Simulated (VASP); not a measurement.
Set up this calculation in VASP 6.6.1, as the native input.

```yaml
Task: single point
Functional: LDA
Potentials_or_basis: VASP PAW LDA potentials, release 64 (Bi_d, Te)
Cutoff: 500 eV
k_mesh: 3 × 3 × 3, shifted
Occupations: methfessel-paxton, width 0.2 eV
Spin: no spin polarisation
Dipole_correction: no
Further_INCAR_settings: ALGO = Normal; EDIFF = 1e-06; NBANDS = 18; ISYM = 0
```

The structure of BiTe lies in POSCAR:

```
BiTe
1.0
    0.0000000000      3.2350000000      3.2350000000
    3.2350000000      0.0000000000      3.2350000000
    3.2350000000      3.2350000000      0.0000000000
Bi Te
1 1
Direct
    0.0000000000      0.0000000000      0.0000000000
    0.5000000000      0.5000000000      0.5200000000
```

The input as run:

INCAR

```
SYSTEM = BiTe
  PREC = Accurate
  ENCUT = 500
  EDIFF = 1E-6
  ISMEAR = 1
  SIGMA = 0.2
  LREAL = .FALSE.
  LASPH = .TRUE.
  NELM = 120
  ALGO = Normal
  ISIF = 2
  LWAVE = .FALSE.
  LCHARG = .FALSE.
  GGA = CA
  NBANDS = 18
  ISYM = 0
  GGA_COMPAT = .FALSE.
```

KPOINTS

```
Automatic mesh
0
Gamma
  3 3 3
  0.5 0.5 0.5
```

Potentials or basis: VASP PAW LDA potentials, release 64 (Bi_d, Te).

The run is started by

```console
$ cat potpaw_LDA.64/Bi_d/POTCAR potpaw_LDA.64/Te/POTCAR > POTCAR
$ mpirun -np 1 vasp_std > vasp.out
```

Results of the run:

```
Pressure      : -2.7 GPa
Largest force : 0.231 eV/Å
```

Caveat: the k points lie up to 0.56 Å⁻¹ apart.

Run time: 20 s on 1 thread of Intel(R) Xeon(R) 6975P-C (Granite Rapids), with other jobs on the host, peak memory 0.21 GiB.
